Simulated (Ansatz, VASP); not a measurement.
Ge: VASP beside Ansatz

INCAR

```
ALGO = Normal
EDIFF = 1E-8
ENCUT = 520
GGA = PS
ISIF = 2
ISMEAR = -1
LASPH = True
LCHARG = False
LEFG = True
LREAL = False
LWAVE = False
NBANDS = 36
NELM = 60
PREC = Accurate
SIGMA = 0.05
```

File KPOINTS:

```
k-points
0
Gamma
  11 11 6
```

The input POSCAR:

```
Ge
1.0
    3.9435577898      0.0000000000      0.0000000000
   -1.9717788949      3.4152212273      0.0000000000
    0.0000000000      0.0000000000      6.5101862333
Ge
4
Direct
    0.6666666667      0.3333333333      0.0629012500
    0.3333333333      0.6666666667      0.5629012500
    0.6666666667      0.3333333333      0.4370987500
    0.3333333333      0.6666666667      0.9370987500
```

Input for Ansatz:

```yaml
crystal:
  lattice:
    - [3.9435577898, 0.0, 0.0]
    - [-1.9717788949, 3.4152212273, 0.0]
    - [0.0, 0.0, 6.5101862333]
  atoms:
    - { symbol: Ge, position: [0.6666666667, 0.3333333333, 0.06290125] }
    - { symbol: Ge, position: [0.3333333333, 0.6666666667, 0.56290125] }
    - { symbol: Ge, position: [0.6666666667, 0.3333333333, 0.43709875] }
    - { symbol: Ge, position: [0.3333333333, 0.6666666667, 0.93709875] }
kpoints:
  mp_grid: { grid: [11, 11, 6] }
scf:
  occupations: { method: fermi_dirac, width: 0.05 }
hamiltonian:
  xc: pbesol
  pseudopotentials: { kind: all_electron, datasets: crystal }
output:
  forces: true
  stress: true
  eigenvalues: true
  efg: { contact_densities: true }
```

Change from the starting cell: volume scaled by 0.96, crystal datasets.

Alike in both runs: task electric field gradients; functional PBEsol; k mesh 11 × 11 × 6; occupations fermi-dirac, width 0.05 eV; no spin polarisation.

```csv
,VASP,Ansatz
version,VASP 6.6.1,Ansatz 0.2.0
potentials or method,"VASP PAW PBE potentials, release 64 (Ge_d), cutoff 520 eV","all-electron PAW with datasets made for the crystal, scalar-relativistic"
```

```tsv
	VASP	Ansatz	Ansatz less VASP
pressure (GPa)	2.9	3.0	+0.07
traceless stress, the component that is largest in VASP (GPa)	-0.06	-0.07	-0.003
rms of the force components (eV/Å)	0.008	0.008	+0.0004
size of Vzz on the site where it differs most (V/Å²)	8.5	8.6	+0.15
```

VASP's potentials were made for PBE, not for PBEsol. Atom by atom the forces differ by 0.000 eV/Å (rms over components). Ansatz ran all-electron here, and VASP with PAW potentials.
